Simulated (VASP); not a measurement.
# BN (P1) in VASP: a series of runs

Runs on BN. Level: PBE. Tasks: single point.

Program: VASP 6.6.1. These are calculated values, not measurements. Logs are shortened: lines on timing, memory, paths and dates and some standing lists are left out, and cuts for length are marked.

### 1 The cell of the first run

The typed cell holds 4 atoms: a = 2.580 Å, b = 2.597 Å, c = 4.489 Å, α = 73.18°, β = 72.61°, γ = 59.78°.

### 2 Single point, PBE

The input, INCAR:

```
SYSTEM = BN
PREC     = Accurate       ! precision mode
ENCUT    = 520            ! plane-wave cutoff, eV
EDIFF    = 1E-6           ! SCF threshold, eV
ISMEAR   = 0              ! smearing method
SIGMA    = 0.05           ! smearing width, eV
LREAL    = .False.        ! projectors in reciprocal space
LASPH    = .True.         ! aspherical terms in the spheres
NELM     = 80             ! most SCF steps
ALGO     = Normal         ! electronic algorithm
ISIF     = 2              ! what is computed and relaxed
LWAVE    = .False.        ! write WAVECAR
LCHARG   = .False.        ! write CHGCAR
GGA      = PE             ! functional
NBANDS   = 16             ! bands
```

The input, KPOINTS:

```
Automatic mesh
0
Gamma
  6 6 6
  0 0 0
```

The input, POSCAR:

```
BN
1.0
    0.0000000000     -1.8123937734     -1.8364986106
   -1.8364986106      0.0000000000     -1.8364986106
    1.8364986106      1.8123937734     -3.6729972212
B N
2 2
Direct
   -0.0015993670      0.0071310777      0.0000000000
    0.5015993670      0.4928689223      0.5000000000
    0.3733632633      0.3822976976      0.8750000000
    0.8766367367      0.8677023024      0.3750000000
```

Potentials or basis: VASP PAW PBE potentials, release 64 (B, N).

Launch:

```
cat potpaw_PBE.64/B/POTCAR potpaw_PBE.64/N/POTCAR > POTCAR
mpirun -np 1 vasp_std > vasp.out
```

OUTCAR:

```text
SYSTEM = BN
   PREC = Accurate
   ENCUT = 520
   EDIFF = 1E-6
   ISMEAR = 0
   LREAL = .False.
   LASPH = .True.
   NELM = 80
   ISIF = 2
   GGA = PE

 ion  position               nearest neighbor table
   1  0.998  0.007  0.000-   3 1.58   3 1.58   3 1.58   4 1.58
   2  0.502  0.493  0.500-   4 1.58   4 1.58   3 1.58   4 1.58
   3  0.373  0.382  0.875-   1 1.58   1 1.58   2 1.58   1 1.58
   4  0.877  0.868  0.375-   2 1.58   2 1.58   2 1.58   1 1.58

  LATTYP: Found a base centered monoclinic cell.
 ALAT       =     4.4592083437
 B/A-ratio  =     0.5824355002
 C/A-ratio  =     1.0000000000
 COS(beta)  =    -0.3215377761

  Lattice vectors:

 A1 = (   1.8364986106,  -1.8123937734,   0.0000000000)
 A2 = (   0.0000000000,  -1.8123937734,  -1.8364986106)
 A3 = (   1.8364986106,   3.6247875468,  -1.8364986106)

Analysis of symmetry for initial positions (statically):
=====================================================================
 Subroutine PRICEL returns:
 Original cell was already a primitive cell.

 Routine SETGRP: Setting up the symmetry group for a
 base centered monoclinic supercell.

 Subroutine GETGRP returns: Found  1 space group operations
 (whereof  1 operations were pure point group operations)
 out of a pool of  4 trial point group operations.

The static configuration has the point symmetry C_1 .

Analysis of symmetry for dynamics (positions and initial velocities):
=====================================================================
 Subroutine PRICEL returns:
 Original cell was already a primitive cell.

 Routine SETGRP: Setting up the symmetry group for a
 base centered monoclinic supercell.

 Subroutine GETGRP returns: Found  1 space group operations
 (whereof  1 operations were pure point group operations)
 out of a pool of  4 trial point group operations.

The dynamic configuration has the point symmetry C_1 .

 Subroutine INISYM returns: Found  1 space group operations
 (whereof  1 operations are pure point group operations),
 and found     1 'primitive' translations

----------------------------------------------------------------------------------------

                                     Primitive cell

  volume of cell :      24.4508

  direct lattice vectors                    reciprocal lattice vectors
     0.000000000 -1.812393773 -1.836498611     0.136128608 -0.413817356 -0.136128608
    -1.836498611  0.000000000 -1.836498611    -0.408385825  0.137939119 -0.136128608
     1.836498611  1.812393773 -3.672997221     0.136128608  0.137939119 -0.136128608

  length of vectors
[... 91 lines left out ...]
   NFREE  =      0    steps in history (QN), initial steepest desc. (CG)
   ISIF   =      2    stress and relaxation
   ISYM   =      2    0-nonsym 1-usesym 2-fastsym
   POTIM  = 0.5000    time-step for ionic-motion
   TEBEG  =    0.0;   TEEND  =   0.0 temperature during run
   PSTRESS=    0.0 pullay stress
   NELECT =      16.0000    total number of electrons
   NUPDOWN=      -1.0000    fix difference up-down
   EMIN   =  10.00;   EMAX   =-10.00  energy-range for DOS
   EFERMI =   0.00;   METHOD = LEGACY
   ISMEAR =     0;   SIGMA  =   0.05  broadening in eV -4-tet -1-fermi 0-gaus
   EFERMI_NEDOS =   21; number of points for ismear=-14 and -15
   IALGO  =     38    algorithm
   IMIX   =      4    mixing-type and parameters
     AMIX     =   0.40;   BMIX     =  1.00
     AMIX_MAG =   1.60;   BMIX_MAG =  1.00
  volume/ion in A,a.u.               =       6.11        41.25
  Fermi-wavevector in a.u.,A,eV,Ry     =   1.421293  2.685854 27.484767  2.020073
  Thomas-Fermi vector in A             =   2.542118
   LORBIT       =      0    0 simple, 1 ext, 2 COOP (PROOUT), +10 PAW based schemes
   GGA     = PE    functional components
   LHFCALC =     F    Hartree Fock is set to
   AEXX    =    0.0000 exact exchange contribution
   IVDW    =     0    specifies the selected vdW correction
   LEPSILON=     F    determine dielectric tensor
   LRPA    =     F    only Hartree local field effects (RPA)
 non-spin polarized calculation
 Gauss-broadening in eV      SIGMA  =   0.05
  energy-cutoff  :      520.00
  volume of cell :       24.45
 maximum number of plane-waves:       674
   NGX =  9   NGY =  9   NGZ = 17

 number of electron      16.0000001 magnetization

 Free energy of the ion-electron system (eV)
  ---------------------------------------------------
  ext. energy  EPLUGINS =         0.00000000
  ---------------------------------------------------
  free energy    TOTEN  =       -34.86947332 eV

  energy without entropy =      -34.86947332  energy(sigma->0) =      -34.86947332

 E-fermi :   7.3120     XC(G=0): -12.6524

 val. band max:        7.0702329364   @ k =   0.0000   0.0000   0.0000
 cond. band min:      11.2621569706   @ k =   0.5000   0.0000   0.5000
 fundamental gap:      4.1919240342
 Fermi energy:         7.3119516488

 k-point     1 :       0.0000    0.0000    0.0000
  band No.  band energies     occupation
      1     -12.8582      2.00000
      2      -8.8027      2.00000
      3      -3.3912      2.00000
      4       5.0145      2.00000
      5       5.2074      2.00000
      6       6.9402      2.00000
[... 433 lines left out ...]
      3      -2.2053      2.00000
      4      -1.2128      2.00000
      5       0.9203      2.00000
      6       2.2609      2.00000
[... 8 lines left out ...]
     15      22.2591      0.00000
     16      23.7953      0.00000

 [... further k-points ...]

------------------------ aborting loop because EDIFF is reached ----------------------------------------

  FORCE on cell =-STRESS in cart. coord.  units (eV):
  Direction    XX          YY          ZZ          XY          YZ          ZX
  --------------------------------------------------------------------------------------
  -------------------------------------------------------------------------------------
  Total       -1.8046985     -0.6096323     -1.7976833     -0.0026160      0.0040661      0.0002523
  in kB     -118.2555375    -39.9470578   -117.7958545     -0.1714184      0.2664372      0.0165291
  external PRESSURE =     -91.9994833 kB  Pullay stress =       0.0000000 kB

 VOLUME and BASIS-vectors are now :
 -----------------------------------------------------------------------------
  energy-cutoff  :      520.00
  volume of cell :       24.45
      direct lattice vectors                 reciprocal lattice vectors
     0.000000000 -1.812393773 -1.836498611     0.136128608 -0.413817356 -0.136128608
    -1.836498611  0.000000000 -1.836498611    -0.408385825  0.137939119 -0.136128608
     1.836498611  1.812393773 -3.672997221     0.136128608  0.137939119 -0.136128608

 POSITION                                       TOTAL-FORCE (eV/Angst)
 -----------------------------------------------------------------------------------
     -0.01310     -1.80950     -1.84666         0.118802     -0.027632      0.095525
      0.01310     -0.00290     -3.66284        -0.123029      0.025041     -0.091875
      0.90485      0.90916     -4.60164         0.162448     -0.033121      0.123891
     -0.90485     -0.90916     -4.58085        -0.158221      0.035713     -0.127540
 -----------------------------------------------------------------------------------
    total drift:                               -0.000025     -0.000054      0.000022

  FREE ENERGIE OF THE ION-ELECTRON SYSTEM (eV)
  ---------------------------------------------------
  free  energy   TOTEN  =       -34.8694733157 eV

  energy  without entropy=      -34.8694733157  energy(sigma->0) =      -34.86947332
```

It took 25 s on 1 thread of Intel Xeon 6975P-C, shared host; peak memory 0.16 GiB.

What came out:

```
Free energy            : -34.8695 eV
Pressure               : -9.2 GPa
Largest force          : 0.207 eV/Å
Band gap on the k mesh : 4.19 eV
```

Forces in eV/Å, atoms in the order of the input:
```
B    0.119 -0.028  0.096
B   -0.123  0.025 -0.092
N    0.162 -0.033  0.124
N   -0.158  0.036 -0.128
```

Caveat: the k points lie up to 0.48 Å⁻¹ apart. A k mesh can miss the band edges.

### 3 Single point, PBE

The input, INCAR:

```
SYSTEM = BN
PREC = Accurate ; ENCUT = 520
EDIFF = 1E-6 ; ISMEAR = 0
SIGMA = 0.05 ; LREAL = .FALSE.
LASPH = .TRUE. ; NELM = 60
ALGO = Normal ; ISIF = 2
LWAVE = .FALSE. ; LCHARG = .FALSE.
GGA = PE ; NBANDS = 16
```

The input, KPOINTS:

```
Automatic mesh
0
G
  6 6 6
  0 0 0
```

The input, POSCAR:

```
BN
1.0
    0.0000000000     -1.8123937734     -1.8364986106
   -1.8364986106      0.0000000000     -1.8364986106
    1.8364986106      1.8123937734     -3.6729972212
B N
2 2
Direct
   -0.0031987340      0.0142621553      0.0000000000
    0.5031987340      0.4857378447      0.5000000000
    0.3717265265      0.3895953952      0.8750000000
    0.8782734735      0.8604046048      0.3750000000
```

Potentials or basis: VASP PAW PBE potentials, release 64 (B, N).

Launch:

```
cat potpaw_PBE.64/B/POTCAR potpaw_PBE.64/N/POTCAR > POTCAR
mpirun -np 1 vasp_std > vasp.out
```

Run time: 16 s. Hardware: 1 thread of Intel Xeon 6975P-C (Granite Rapids), shared host; peak memory 0.16 GiB.

It converged, with:

- Free energy: -34.8510 eV
- Pressure: -9.2 GPa
- Largest force: 0.415 eV/Å
- Band gap on the k mesh: 4.19 eV

Forces in eV/Å, atoms in the order of the input:
```
B    0.238 -0.053  0.189
B   -0.245  0.053 -0.185
N    0.324 -0.069  0.250
N   -0.318  0.069 -0.254
```

Stress tensor (GPa, compression positive):
```
-12.01   0.04  -0.10
  0.04  -3.85  -0.01
 -0.10  -0.01 -11.82
```

Levels at points of the mesh, in eV from the valence-band top:
```csv
k point,band 4,band 5,band 6,band 7,band 8,band 9,band 10,band 11,band 12,band 13
"(0.00, 0.00, 0.00)",-2.05,-1.86,-0.15,-0.13,0.00,8.51,8.55,8.59,9.60,9.65
"(0.50, 0.00, 0.00)",-8.61,-5.03,-4.98,-3.71,-3.71,7.16,7.19,12.34,12.52,13.89
"(0.00, 0.50, 0.00)",-8.54,-5.24,-5.02,-3.57,-3.55,7.33,7.45,12.34,13.06,13.72
"(0.50, 0.50, 0.50)",-8.55,-5.22,-5.05,-3.56,-3.55,7.34,7.43,12.41,12.93,13.79
"(0.50, 0.50, 0.00)",-8.85,-4.76,-4.76,-2.06,-1.87,4.40,9.03,9.54,10.34,10.56
"(0.00, 0.50, 0.50)",-8.85,-4.77,-4.76,-2.06,-1.87,4.40,9.00,9.55,10.36,10.56
"(0.00, 0.00, 0.50)",-5.43,-1.28,-1.26,-1.09,-1.07,9.05,9.10,9.93,10.00,10.21
"(0.50, 0.00, 0.50)",-8.66,-4.94,-4.93,-2.08,-1.85,4.19,8.76,9.53,10.35,10.54
```

Caveat: the k points lie up to 0.48 Å⁻¹ apart.

### 4 Single point, PBE

This run uses another cell than the first one, of 6.28 Å³/atom, 1.027 times its volume.

The input, INCAR:

```
PREC     = Accurate       # precision mode
ENCUT    = 520            # plane-wave cutoff, eV
EDIFF    = 1E-7           # SCF threshold, eV
ISMEAR   = 0              # smearing method
SIGMA    = 0.05           # smearing width, eV
LREAL    = False          # projectors in reciprocal space
LASPH    = True           # aspherical terms in the spheres
NELM     = 80             # most SCF steps
ALGO     = Normal         # electronic algorithm
ISIF     = 2              # what is computed and relaxed
LWAVE    = False          # write WAVECAR
LCHARG   = False          # write CHGCAR
GGA      = PE             # functional
NBANDS   = 16             # bands
```

The input, KPOINTS:

```
regular mesh
0
Gamma
  6 6 6
```

The input, POSCAR:

```
BN
1.0
    0.0000000000     -1.8123937734     -1.8607846871
   -1.8607846871      0.0000000000     -1.8607846871
    1.8607846871      1.8123937734     -3.7215693743
B N
2 2
Direct
   -0.0047981010      0.0213932330      0.0000000000
    0.5047981010      0.4786067670      0.5000000000
    0.3700897898      0.3968930928      0.8750000000
    0.8799102102      0.8531069072      0.3750000000
```

Potentials or basis: VASP PAW PBE potentials, release 64 (B, N).

Launch:

```
cat potpaw_PBE.64/B/POTCAR potpaw_PBE.64/N/POTCAR > POTCAR
mpirun -np 1 vasp_std > vasp.out
```

OUTCAR:

```text
PREC = Accurate
   ENCUT = 520
   EDIFF = 1E-7
   ISMEAR = 0
   LREAL = False
   LASPH = True
   NELM = 80
   ISIF = 2
   GGA = PE

 ion  position               nearest neighbor table
   1  0.995  0.021  0.000-   3 1.60   3 1.60   3 1.60   4 1.60
   2  0.505  0.479  0.500-   4 1.60   4 1.60   4 1.60   3 1.60
   3  0.370  0.397  0.875-   1 1.60   1 1.60   1 1.60   2 1.60
   4  0.880  0.853  0.375-   2 1.60   2 1.60   2 1.60   1 1.60

  LATTYP: Found a base centered monoclinic cell.
 ALAT       =     4.4792995058
 B/A-ratio  =     0.5874907310
 C/A-ratio  =     1.0000000000
 COS(beta)  =    -0.3097092819

  Lattice vectors:

 A1 = (   1.8607846871,  -1.8123937734,   0.0000000000)
 A2 = (   0.0000000000,  -1.8123937734,  -1.8607846871)
 A3 = (   1.8607846871,   3.6247875468,  -1.8607846872)

Analysis of symmetry for initial positions (statically):
=====================================================================
 Subroutine PRICEL returns:
 Original cell was already a primitive cell.

 Routine SETGRP: Setting up the symmetry group for a
 base centered monoclinic supercell.
[... 167 lines left out ...]
  free energy    TOTEN  =       -34.74959143 eV

  energy without entropy =      -34.74959143  energy(sigma->0) =      -34.74959143

 E-fermi :   7.0832     XC(G=0): -12.5278

 val. band max:        6.8519209507   @ k =   0.0000   0.0000   0.0000
 cond. band min:      10.7929014009   @ k =   0.5000   0.0000   0.5000
 fundamental gap:      3.9409804502
 Fermi energy:         7.0831778463

 k-point     1 :       0.0000    0.0000    0.0000
  band No.  band energies     occupation
      1     -12.8784      2.00000
      2      -8.9392      2.00000
      3      -3.4599      2.00000
      4       4.6809      2.00000
      5       5.0462      2.00000
      6       6.5644      2.00000
[... 433 lines left out ...]
      3      -2.3370      2.00000
      4      -1.4210      2.00000
      5       0.8102      2.00000
      6       2.1510      2.00000
[... 8 lines left out ...]
     15      21.4546      0.00000
     16      23.0956      0.00000

 [... further k-points ...]
[... 5 lines left out ...]
  --------------------------------------------------------------------------------------
  -------------------------------------------------------------------------------------
  Total       -3.6193370     -1.1643501     -3.5570271      0.0266762     -0.0124648     -0.0502151
  in kB     -231.0121415    -74.3172075   -227.0350742      1.7026691     -0.7955952     -3.2050875
  external PRESSURE =    -177.4548078 kB  Pullay stress =       0.0000000 kB

 VOLUME and BASIS-vectors are now :
 -----------------------------------------------------------------------------
  energy-cutoff  :      520.00
  volume of cell :       25.10
      direct lattice vectors                 reciprocal lattice vectors
     0.000000000 -1.812393773 -1.860784687     0.134351922 -0.413817356 -0.134351922
    -1.860784687  0.000000000 -1.860784687    -0.403055767  0.137939119 -0.134351922
     1.860784687  1.812393773 -3.721569374     0.134351922  0.137939119 -0.134351922

 POSITION                                       TOTAL-FORCE (eV/Angst)
 -----------------------------------------------------------------------------------
     -0.03981     -1.80370     -1.89166         0.357347     -0.076771      0.287242
      0.03981     -0.00870     -3.69069        -0.371513      0.078494     -0.278622
      0.88965      0.91510     -4.68356         0.492774     -0.101662      0.380840
     -0.88965     -0.91510     -4.62036        -0.478609      0.099939     -0.389461
 -----------------------------------------------------------------------------------
    total drift:                               -0.000032     -0.000042      0.000039

  FREE ENERGIE OF THE ION-ELECTRON SYSTEM (eV)
  ---------------------------------------------------
  free  energy   TOTEN  =       -34.7495914341 eV

  energy  without entropy=      -34.7495914341  energy(sigma->0) =      -34.74959143
```

OSZICAR:

```text
N       E                     dE             d eps       ncg     rms          rms(c)
DAV:   1     0.377141609163E+02    0.37714E+02   -0.84882E+03  3592   0.984E+02
DAV:   2    -0.341829321625E+02   -0.71897E+02   -0.67290E+02  5096   0.225E+02
DAV:   3    -0.364948446624E+02   -0.23119E+01   -0.23066E+01  4200   0.373E+01
DAV:   4    -0.365008836023E+02   -0.60389E-02   -0.60385E-02  4352   0.219E+00
DAV:   5    -0.365009018371E+02   -0.18235E-04   -0.18235E-04  4096   0.113E-01    0.901E+00
DAV:   6    -0.348696277233E+02    0.16313E+01   -0.22363E+00  4648   0.134E+01    0.421E+00
DAV:   7    -0.347739242847E+02    0.95703E-01   -0.28760E-01  4464   0.426E+00    0.265E+00
DAV:   8    -0.347509919923E+02    0.22932E-01   -0.49553E-02  4056   0.181E+00    0.271E-01
DAV:   9    -0.347493216655E+02    0.16703E-02   -0.18886E-03  4176   0.553E-01    0.120E-01
DAV:  10    -0.347495861921E+02   -0.26453E-03   -0.57123E-04  4416   0.182E-01    0.292E-02
DAV:  11    -0.347495905410E+02   -0.43490E-05   -0.40415E-05  4592   0.606E-02    0.143E-02
DAV:  12    -0.347495913433E+02   -0.80230E-06   -0.59453E-06  4352   0.246E-02    0.244E-03
DAV:  13    -0.347495914341E+02   -0.90761E-07   -0.17733E-07  2752   0.371E-03
   1 F= -.34749591E+02 E0= -.34749591E+02  d E =-.669201E-13
```

It took 17 s on 1 thread of Intel Xeon 6975P-C (Granite Rapids), shared host; peak memory 0.16 GiB.

What came out:

```yaml
Free_energy: -34.7496 eV
Pressure: -17.7 GPa
Largest_force: 0.631 eV/Å
Band_gap_on_the_k_mesh: 3.94 eV
```

Forces in eV/Å, atoms in the order of the input:
```
B    0.357 -0.077  0.287
B   -0.372  0.078 -0.279
N    0.493 -0.102  0.381
N   -0.479  0.100 -0.389
```

Stress tensor (GPa, compression positive):
```
-23.10   0.17  -0.32
  0.17  -7.43  -0.08
 -0.32  -0.08 -22.70
```

Levels at points of the mesh, in eV from the valence-band top:
```tsv
k point	band 5	band 6	band 7	band 8	band 9	band 10	band 11	band 12
(0.00, 0.00, 0.00)	-1.81	-0.29	-0.25	0.00	8.25	8.31	8.41	9.11
(0.50, 0.00, 0.00)	-4.93	-4.87	-3.78	-3.78	6.83	6.86	11.73	11.98
(0.00, 0.50, 0.00)	-5.29	-4.97	-3.51	-3.49	7.17	7.34	11.83	12.82
(0.50, 0.50, 0.50)	-5.27	-5.02	-3.49	-3.48	7.20	7.33	11.93	12.62
(0.50, 0.50, 0.00)	-4.66	-4.66	-2.18	-1.82	4.35	8.86	9.03	10.04
(0.00, 0.50, 0.50)	-4.67	-4.65	-2.18	-1.81	4.34	8.81	9.04	10.07
(0.00, 0.00, 0.50)	-1.41	-1.38	-1.08	-1.04	8.55	8.64	9.69	9.81
(0.50, 0.00, 0.50)	-5.01	-4.98	-2.23	-1.78	3.94	8.35	8.98	10.05
```

Caveat: the k points lie up to 0.48 Å⁻¹ apart. A k mesh can miss the band edges.
